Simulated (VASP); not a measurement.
# Sn (Fd-3m) in VASP: further runs

The runs below take Sn through single point, with LDA.

Everything below comes from runs of VASP 6.6.1. Logs are shortened: lines on timing, memory, paths and dates and some standing lists are left out, and cuts for length are marked.

### 1 The cell of the first run

The structure is cubic, space group Fd-3m (No. 227). Conventional cell: a = 6.725 Å, b = 6.725 Å, c = 6.725 Å, α = 90.00°, β = 90.00°, γ = 90.00°. Within 3.8 Å of Sn (site symmetry -43m) lie 4 Sn at 2.91 Å.

### 2 Single point, LDA (volume scaled by 1.12)

The input, INCAR:

```
  ALGO = Normal
  EDIFF = 1E-6
  ENCUT = 520
  GGA = CA
  ISIF = 2
  ISMEAR = -1
  LASPH = T
  LCHARG = F
  LREAL = F
  LWAVE = F
  NBANDS = 21
  NELM = 100
  PREC = Accurate
  SIGMA = 0.1
```

The input, KPOINTS:

```
k-points
0
Gamma
  14 14 14
```

The input, POSCAR:

```
Sn
1.0
    0.0000000000      3.3627422212      3.3627422212
    3.3627422212      0.0000000000      3.3627422212
    3.3627422212      3.3627422212      0.0000000000
Sn
2
Direct
    0.5000000000      0.5000000000      0.5000000000
    0.7500000000      0.7500000000      0.7500000000
```

Potentials or basis: VASP PAW LDA potentials, release 64 (Sn_d).

Run with:

```console
$ cat potpaw_LDA.64/Sn_d/POTCAR > POTCAR
$ mpirun -np 1 vasp_std > vasp.out
```

OUTCAR:

```text
EDIFF = 1E-6
   ENCUT = 520
   GGA = CA
   ISIF = 2
   ISMEAR = -1
   LASPH = T
   LREAL = F
   NELM = 100
   PREC = Accurate

 ion  position               nearest neighbor table
   1  0.500  0.500  0.500-   2 2.91   2 2.91   2 2.91   2 2.91
   2  0.750  0.750  0.750-   1 2.91   1 2.91   1 2.91   1 2.91

  LATTYP: Found a face centered cubic cell.
 ALAT       =     6.7254844424

  Lattice vectors:

 A1 = (   0.0000000000,   3.3627422212,   3.3627422212)
 A2 = (   3.3627422212,   0.0000000000,   3.3627422212)
 A3 = (   3.3627422212,   3.3627422212,   0.0000000000)

Analysis of symmetry for initial positions (statically):
=====================================================================
 Subroutine PRICEL returns:
 Original cell was already a primitive cell.

 Routine SETGRP: Setting up the symmetry group for a
 face centered cubic supercell.

 Subroutine GETGRP returns: Found 48 space group operations
 (whereof 24 operations were pure point group operations)
 out of a pool of 48 trial point group operations.

The static configuration has the point symmetry T_d .
 The point group associated with its full space group is O_h .

Analysis of symmetry for dynamics (positions and initial velocities):
=====================================================================
 Subroutine PRICEL returns:
 Original cell was already a primitive cell.

 Routine SETGRP: Setting up the symmetry group for a
 face centered cubic supercell.

 Subroutine GETGRP returns: Found 48 space group operations
 (whereof 24 operations were pure point group operations)
 out of a pool of 48 trial point group operations.

The dynamic configuration has the point symmetry T_d .
 The point group associated with its full space group is O_h .

 Subroutine INISYM returns: Found 48 space group operations
 (whereof 24 operations are pure point group operations),
 and found     1 'primitive' translations

----------------------------------------------------------------------------------------

                                     Primitive cell

  volume of cell :      76.0520

  direct lattice vectors                    reciprocal lattice vectors
     0.000000000  3.362742221  3.362742221    -0.148688174  0.148688174  0.148688174
     3.362742221  0.000000000  3.362742221     0.148688174 -0.148688174  0.148688174
     3.362742221  3.362742221  0.000000000     0.148688174  0.148688174 -0.148688174

  length of vectors
     4.755635656  4.755635656  4.755635656     0.257535472  0.257535472  0.257535472

  position of ions in fractional coordinates (direct lattice)
     0.500000000  0.500000000  0.500000000
     0.750000000  0.750000000  0.750000000

  ion indices of the primitive-cell ions
   primitive index   ion index
                 1           1
                 2           2

----------------------------------------------------------------------------------------

 KPOINTS: k-points

Automatic generation of k-mesh.
 Grid dimensions read from file:
 generate k-points for:   14   14   14

 Generating k-lattice:

  Cartesian coordinates                     Fractional coordinates (reciprocal lattice)
    -0.010620584  0.010620584  0.010620584     0.071428571  0.000000000  0.000000000
     0.010620584 -0.010620584  0.010620584     0.000000000  0.071428571  0.000000000
     0.010620584  0.010620584 -0.010620584     0.000000000  0.000000000  0.071428571

  Length of vectors
     0.018395391  0.018395391  0.018395391

  Shift w.r.t. Gamma in fractional coordinates (k-lattice)
     0.000000000  0.000000000  0.000000000

 Subroutine IBZKPT returns following result:
 ===========================================

 Found    104 irreducible k-points:

 Following reciprocal coordinates:
            Coordinates               Weight
  0.000000  0.000000  0.000000      1.000000
  0.071429  0.000000  0.000000      8.000000
  0.142857  0.000000  0.000000      8.000000
  0.214286  0.000000  0.000000      8.000000
  0.285714  0.000000  0.000000      8.000000
  0.357143  0.000000  0.000000      8.000000
[... 16 lines left out ...]
  0.214286  0.142857  0.000000     24.000000
  0.285714  0.142857  0.000000     24.000000
 [... further k-points ...]
   k-points           NKPTS =    104   k-points in BZ     NKDIM =    104   number of bands    NBANDS=     21
   number of dos      NEDOS =    301   number of ions     NIONS =      2
   total plane-waves  NPLWV =  46656
   dimension x,y,z NGX =    36 NGY =   36 NGZ =   36
   dimension x,y,z NGXF=    72 NGYF=   72 NGZF=   72
   ions per type =               2
   NGX,Y,Z   is equivalent  to a cutoff of  12.58, 12.58, 12.58 a.u.
   NGXF,Y,Z  is equivalent  to a cutoff of  25.17, 25.17, 25.17 a.u.
 SYSTEM =  unknown system
   PREC   = accura    normal or accurate (medium, high low for compatibility)
   ISTART =      0    job   : 0-new  1-cont  2-samecut
   ICHARG =      2    charge: 1-file 2-atom 10-const
   ISPIN  =      1    spin polarized calculation?
   LNONCOLLINEAR =      F non collinear calculations
   LSORBIT =      F    spin-orbit coupling
   LASPH  =      T    aspherical Exc in radial PAW
   ENCUT  =  520.0 eV  38.22 Ry    6.18 a.u.   8.84  8.84  8.84*2*pi/ulx,y,z
   NELM   =    100;   NELMIN=  2; NELMDL= -5     # of ELM steps
   EDIFF  = 0.1E-05   stopping-criterion for ELM
   LREAL  =      F    real-space projection
   EDIFFG = 0.1E-04   stopping-criterion for IOM
   NSW    =      0    number of steps for IOM
   IBRION =     -1    ionic relax: 0-MD 1-quasi-New 2-CG
   NFREE  =      0    steps in history (QN), initial steepest desc. (CG)
   ISIF   =      2    stress and relaxation
   ISYM   =      2    0-nonsym 1-usesym 2-fastsym
   POTIM  = 0.5000    time-step for ionic-motion
   TEBEG  =    0.0;   TEEND  =   0.0 temperature during run
   PSTRESS=    0.0 pullay stress
   NELECT =      28.0000    total number of electrons
   NUPDOWN=      -1.0000    fix difference up-down
   EMIN   =  10.00;   EMAX   =-10.00  energy-range for DOS
   EFERMI =   0.00;   METHOD = LEGACY
   ISMEAR =    -1;   SIGMA  =   0.10  broadening in eV -4-tet -1-fermi 0-gaus
   EFERMI_NEDOS =   21; number of points for ismear=-14 and -15
   IALGO  =     38    algorithm
   IMIX   =      4    mixing-type and parameters
     AMIX     =   0.40;   BMIX     =  1.00
     AMIX_MAG =   1.60;   BMIX_MAG =  1.00
  volume/ion in A,a.u.               =      38.03       256.61
  Fermi-wavevector in a.u.,A,eV,Ry     =   1.173340  2.217291 18.731510  1.376727
  Thomas-Fermi vector in A             =   2.309755
   LORBIT       =      0    0 simple, 1 ext, 2 COOP (PROOUT), +10 PAW based schemes
   GGA     = CA    functional components
   LHFCALC =     F    Hartree Fock is set to
   AEXX    =    0.0000 exact exchange contribution
   IVDW    =     0    specifies the selected vdW correction
   LEPSILON=     F    determine dielectric tensor
   LRPA    =     F    only Hartree local field effects (RPA)
 non-spin polarized calculation
  energy-cutoff  :      520.00
  volume of cell :       76.05
 maximum number of plane-waves:      2085
   NGX = 17   NGY = 17   NGZ = 17

 number of electron      28.0000017 magnetization

 Free energy of the ion-electron system (eV)
  ---------------------------------------------------
  ext. energy  EPLUGINS =         0.00000000
  ---------------------------------------------------
  free energy    TOTEN  =        -8.83620022 eV

  energy without entropy =       -8.82836184  energy(sigma->0) =       -8.83228103

 E-fermi :   4.2725     XC(G=0):  -8.7423

 val. band max:        4.1331045744   @ k =   0.0714   0.0714   0.0000
 cond. band min:       4.2756781532   @ k =   0.2857   0.0000   0.0000
 fundamental gap:      0.1425735789
 Fermi energy:         4.2725286286

 k-point     1 :       0.0000    0.0000    0.0000
  band No.  band energies     occupation
      1     -17.1421      2.00000
      2     -17.1421      2.00000
      3     -17.1421      2.00000
      4     -17.0941      2.00000
      5     -17.0941      2.00000
      6     -16.8605      2.00000
[... 13 lines left out ...]
     20      12.0737      0.00000
     21      12.0737      0.00000

 k-point     2 :       0.0714    0.0000    0.0000
  band No.  band energies     occupation
      1     -17.1451      2.00000
      2     -17.1451      2.00000
      3     -17.1410      2.00000
      4     -17.0899      2.00000
      5     -17.0899      2.00000
      6     -16.8718      2.00000
[... 13 lines left out ...]
     20      11.6218      0.00000
     21      11.6218      0.00000

 k-point     3 :       0.1429    0.0000    0.0000
  band No.  band energies     occupation
      1     -17.1516      2.00000
      2     -17.1516      2.00000
      3     -17.1381      2.00000
      4     -17.0805      2.00000
      5     -17.0805      2.00000
      6     -16.8831      2.00000
[... 13 lines left out ...]
     20      11.2077      0.00000
     21      11.2077      0.00000

 k-point     4 :       0.2143    0.0000    0.0000
  band No.  band energies     occupation
      1     -17.1581      2.00000
      2     -17.1581      2.00000
      3     -17.1338      2.00000
      4     -17.0699      2.00000
      5     -17.0699      2.00000
      6     -16.8932      2.00000
[... 13 lines left out ...]
     20      11.0418      0.00000
     21      11.0418      0.00000

 k-point     5 :       0.2857    0.0000    0.0000
  band No.  band energies     occupation
      1     -17.1634      2.00000
      2     -17.1634      2.00000
      3     -17.1290      2.00000
      4     -17.0605      2.00000
      5     -17.0605      2.00000
      6     -16.9013      2.00000
[... 13 lines left out ...]
     20      11.1847      0.00000
     21      11.1847      0.00000
[... 382 lines left out ...]
     20      11.0899      0.00000
     21      11.4135      0.00000

 k-point    22 :       0.1429    0.1429    0.0000
  band No.  band energies     occupation
      1     -17.1504      2.00000
      2     -17.1504      2.00000
      3     -17.1468      2.00000
      4     -17.0822      2.00000
      5     -17.0657      2.00000
      6     -16.9094      2.00000
[... 13 lines left out ...]
     20      10.1900      0.00000
     21      12.2922      0.00000

 k-point    23 :       0.2143    0.1429    0.0000
  band No.  band energies     occupation
      1     -17.1586      2.00000
      2     -17.1553      2.00000
      3     -17.1416      2.00000
      4     -17.0744      2.00000
      5     -17.0532      2.00000
      6     -16.9235      2.00000
[... 13 lines left out ...]
     20      10.7651      0.00000
     21      12.1485      0.00000

 k-point    24 :       0.2857    0.1429    0.0000
  band No.  band energies     occupation
      1     -17.1677      2.00000
      2     -17.1609      2.00000
      3     -17.1324      2.00000
      4     -17.0647      2.00000
      5     -17.0417      2.00000
      6     -16.9346      2.00000
[... 13 lines left out ...]
     20      11.2959      0.00000
     21      12.1091      0.00000

 [... further k-points ...]
[... 5 lines left out ...]
  --------------------------------------------------------------------------------------
  -------------------------------------------------------------------------------------
  Total       -1.8521239     -1.8521239     -1.8521239     -0.0000000      0.0000000     -0.0000000
  in kB      -39.0184396    -39.0184396    -39.0184396     -0.0000000      0.0000000     -0.0000000
  external PRESSURE =     -39.0184396 kB  Pullay stress =       0.0000000 kB

 VOLUME and BASIS-vectors are now :
 -----------------------------------------------------------------------------
  energy-cutoff  :      520.00
  volume of cell :       76.05
      direct lattice vectors                 reciprocal lattice vectors
     0.000000000  3.362742221  3.362742221    -0.148688174  0.148688174  0.148688174
     3.362742221  0.000000000  3.362742221     0.148688174 -0.148688174  0.148688174
     3.362742221  3.362742221  0.000000000     0.148688174  0.148688174 -0.148688174

 POSITION                                       TOTAL-FORCE (eV/Angst)
 -----------------------------------------------------------------------------------
      3.36274      3.36274      3.36274        -0.000000     -0.000000     -0.000000
      5.04411      5.04411      5.04411         0.000000      0.000000      0.000000
 -----------------------------------------------------------------------------------
    total drift:                                0.000000      0.000000      0.000000

  FREE ENERGIE OF THE ION-ELECTRON SYSTEM (eV)
  ---------------------------------------------------
  free  energy   TOTEN  =        -8.8362002239 eV

  energy  without entropy=       -8.8283618396  energy(sigma->0) =       -8.83228103
```

It used 260 s of CPU time on 1 thread of AMD EPYC 7R13 Processor (Zen 3) (shared host).

What came out:

```yaml
Free_energy: -8.8362 eV
Pressure: -3.9 GPa
Band_gap_on_the_k_mesh: zero (band 14 reaches 4.38 eV, above the bottom of band 15 at 4.01 eV)
```

Levels at points of the mesh, in eV from the Fermi level:
| k point | band 10 | band 11 | band 12 | band 13 | band 14 | band 15 | band 16 | band 17 | band 18 | band 19 |
| --- | --- | --- | --- | --- | --- | --- | --- | --- | --- | --- |
| (0.00, 0.00, 0.00) | -21.13 | -9.96 | -1.49 | 0.11 | 0.11 | 0.11 | 2.14 | 2.14 | 2.14 | 4.78 |
| (0.50, 0.00, 0.00) | -21.09 | -8.54 | -5.97 | -0.94 | -0.94 | -0.27 | 3.18 | 3.18 | 5.59 | 7.83 |
| (0.50, 0.50, 0.00) | -21.08 | -7.21 | -7.21 | -2.11 | -2.11 | 0.88 | 0.88 | 7.00 | 7.00 | 8.45 |

Caveat: the cell differs from its parent crystal (volume scaled by 1.12); spin-orbit coupling is left out, which moves the levels of the heavy elements.

### 3 Single point, LDA

This run uses another cell than the first one, of 33.95 Å³/atom, 0.893 times its volume.

The input, INCAR:

```
SYSTEM = Sn
ALGO = Normal
EDIFF = 1E-7
ENCUT = 520
GGA = CA
ISIF = 2
ISMEAR = -1
LASPH = .True.
LCHARG = .True.
LELF = .True.
LREAL = .False.
LVHAR = .True.
LWAVE = .False.
NBANDS = 21
NELM = 100
PREC = Accurate
SIGMA = 0.1
```

The input, KPOINTS:

```
k-points
0
Gamma
  2 2 2
  0 0 0
```

The input, POSCAR:

```
Sn
1.0
    0.0000000000      3.2380799619      3.2380799619
    3.2380799619      0.0000000000      3.2380799619
    3.2380799619      3.2380799619      0.0000000000
Sn
2
Direct
    0.5000000000      0.5000000000      0.5000000000
    0.7500000000      0.7500000000      0.7500000000
```

Potentials or basis: VASP PAW LDA potentials, release 64 (Sn_d).

Run with:

```console
$ cat potpaw_LDA.64/Sn_d/POTCAR > POTCAR
$ mpirun -np 1 vasp_std > vasp.out
```

Wall time 10 s (1 thread of Intel Xeon 8259CL, shared host); peak memory 0.16 GiB.

Results (log left out):

```
Free energy            : -6.8165 eV
Pressure               : 8.8 GPa
Band gap on the k mesh : zero (band 14 reaches 5.66 eV, above the bottom of band 15 at 5.46 eV)
```

Levels at points of the mesh, in eV from the Fermi level:
| k point | band 10 | band 11 | band 12 | band 13 | band 14 | band 15 | band 16 | band 17 | band 18 | band 19 |
| --- | --- | --- | --- | --- | --- | --- | --- | --- | --- | --- |
| (0.00, 0.00, 0.00) | -20.94 | -10.56 | -0.57 | 0.23 | 0.23 | 0.23 | 2.24 | 2.24 | 2.24 | 4.91 |
| (0.50, 0.00, 0.00) | -20.89 | -8.91 | -6.23 | -1.00 | -1.00 | 0.03 | 3.30 | 3.30 | 5.56 | 8.51 |
| (0.50, 0.50, 0.00) | -20.87 | -7.43 | -7.43 | -2.37 | -2.37 | 0.82 | 0.82 | 7.82 | 7.82 | 9.35 |

Caveat: the k points lie up to 0.84 Å⁻¹ apart; spin-orbit coupling is left out, which moves the levels of the heavy elements.

### 4 Single point, LDA

This run uses another cell than the first one, of 33.95 Å³/atom, 0.893 times its volume.

The input, INCAR:

```
PREC = Accurate ; ENCUT = 520
EDIFF = 1E-7 ; ISMEAR = -1
SIGMA = 0.1 ; LREAL = False
LASPH = True ; NELM = 100
ALGO = Normal ; ISIF = 2
LWAVE = False ; LCHARG = False
NBANDS = 21
```

The input, KPOINTS:

```
Automatic mesh
0
Gamma
  2 2 2
```

POSCAR is that of step 3.

Run with:

```console
$ cat potpaw_LDA.64/Sn_d/POTCAR > POTCAR
$ mpirun -np 1 vasp_std > vasp.out
```

Wall time 7.9 s (1 thread of Intel Xeon 8259CL, shared host); peak memory 0.16 GiB.

Results (log left out):

| Property | Result |
| --- | --- |
| Free energy | -6.8165 eV |
| Pressure | 8.8 GPa |
| Band gap on the k mesh | zero (band 14 reaches 5.66 eV, above the bottom of band 15 at 5.46 eV) |

Levels at points of the mesh, in eV from the Fermi level:
```csv
k point,band 11,band 12,band 13,band 14,band 15,band 16,band 17,band 18
"(0.00, 0.00, 0.00)",-10.56,-0.57,0.23,0.23,0.23,2.24,2.24,2.24
"(0.50, 0.00, 0.00)",-8.91,-6.23,-1.00,-1.00,0.03,3.30,3.30,5.56
"(0.50, 0.50, 0.00)",-7.43,-7.43,-2.37,-2.37,0.82,0.82,7.82,7.82
```

Caveat: the k points lie up to 0.84 Å⁻¹ apart; spin-orbit coupling is left out, which moves the levels of the heavy elements.

### 5 Single point, LDA

This run uses another cell than the first one, of 33.95 Å³/atom, 0.893 times its volume.

The input, INCAR:

```
PREC = Accurate
ENCUT = 520
EDIFF = 1E-6
ISMEAR = -1
SIGMA = 0.1
LREAL = False
LASPH = True
NELM = 100
ALGO = Normal
ISIF = 2
LWAVE = False
LCHARG = False
GGA = CA
NBANDS = 21
```

The input, KPOINTS:

```
Automatic mesh
0
Gamma
  3 3 3
```

POSCAR is that of step 4.

Run with:

```console
$ cat potpaw_LDA.64/Sn_d/POTCAR > POTCAR
$ mpirun -np 1 vasp_std > vasp.out
```

Wall time 9.4 s (1 thread of Intel Xeon 8259CL, shared host); peak memory 0.16 GiB.

It converged, with:

* Free energy: -8.3686 eV
* Pressure: 2.0 GPa
* Band gap on the k mesh: zero (band 14 reaches 5.59 eV, above the bottom of band 15 at 5.57 eV)

Levels at points of the mesh, in eV from the Fermi level:
```tsv
k point	band 10	band 11	band 12	band 13	band 14	band 15	band 16	band 17	band 18	band 19
(0.00, 0.00, 0.00)	-21.12	-10.62	-0.67	0.16	0.16	0.16	2.20	2.20	2.20	4.90
```

Caveat: the k points lie up to 0.56 Å⁻¹ apart; spin-orbit coupling is left out, which moves the levels of the heavy elements.

### 6 Single point, LDA

This run uses another cell than the first one, of 33.95 Å³/atom, 0.893 times its volume.

The input, INCAR:

```
SYSTEM = Sn
ALGO     = Normal         ! electronic algorithm
EDIFF    = 1E-6           ! SCF threshold, eV
ENCUT    = 520            ! plane-wave cutoff, eV
GGA      = CA             ! functional
ISIF     = 2              ! what is computed and relaxed
ISMEAR   = -1             ! smearing method
LASPH    = .True.         ! aspherical terms in the spheres
LCHARG   = .False.        ! write CHGCAR
LREAL    = .False.        ! projectors in reciprocal space
LWAVE    = .False.        ! write WAVECAR
NBANDS   = 21             ! bands
NELM     = 100            ! most SCF steps
PREC     = Accurate       ! precision mode
SIGMA    = 0.1            ! smearing width, eV
```

The input, KPOINTS:

```
k-points
0
Gamma
  4 4 4
  0 0 0
```

POSCAR is that of step 5.

Potentials or basis: VASP PAW LDA potentials, release 64 (Sn_d).

Run with:

```console
$ cat potpaw_LDA.64/Sn_d/POTCAR > POTCAR
$ mpirun -np 1 vasp_std > vasp.out
```

Run time: 17 s. Hardware: 1 thread of Intel Xeon 8259CL, shared host; peak memory 0.16 GiB.

Results (log left out):

- Free energy: -8.7518 eV
- Pressure: 0.6 GPa
- Band gap on the k mesh: zero (band 14 reaches 5.55 eV, above the bottom of band 15 at 5.37 eV)

Levels at points of the mesh, in eV from the Fermi level:
| k point | band 10 | band 11 | band 12 | band 13 | band 14 | band 15 | band 16 | band 17 | band 18 | band 19 |
| --- | --- | --- | --- | --- | --- | --- | --- | --- | --- | --- |
| (0.00, 0.00, 0.00) | -21.09 | -10.56 | -0.62 | 0.22 | 0.22 | 0.22 | 2.27 | 2.27 | 2.27 | 4.98 |
| (0.50, 0.00, 0.00) | -21.04 | -8.92 | -6.23 | -1.00 | -1.00 | 0.04 | 3.34 | 3.34 | 5.64 | 8.54 |
| (0.50, 0.50, 0.00) | -21.02 | -7.45 | -7.45 | -2.36 | -2.36 | 0.87 | 0.87 | 7.82 | 7.82 | 9.36 |

Caveat: the k points lie up to 0.42 Å⁻¹ apart; spin-orbit coupling is left out, which moves the levels of the heavy elements.

### 7 Summary

| cell | k mesh | gap on the mesh (eV) | pressure (GPa) |
| --- | --- | --- | --- |
| a = 4.756 Å, angles 60.0°, 2 atoms | 14 × 14 × 14 | none | -3.9 |
| a = 4.579 Å, angles 60.0°, 2 atoms | 2 × 2 × 2 | none | 8.8 |
| a = 4.579 Å, angles 60.0°, 2 atoms | 3 × 3 × 3 | none | 2.0 |
| a = 4.579 Å, angles 60.0°, 2 atoms | 4 × 4 × 4 | none | 0.6 |

Alike in all rows: task single point; level LDA; potentials or basis VASP PAW LDA potentials, release 64 (Sn_d); no spin polarisation; cutoff (eV) 520; smearing fermi-dirac 0.1 eV.

Caveats: some runs use coarse meshes; spin-orbit coupling is left out, which moves the levels of the heavy elements.

Total energies depend on the potentials used, so only differences within one code and one set of settings carry meaning.
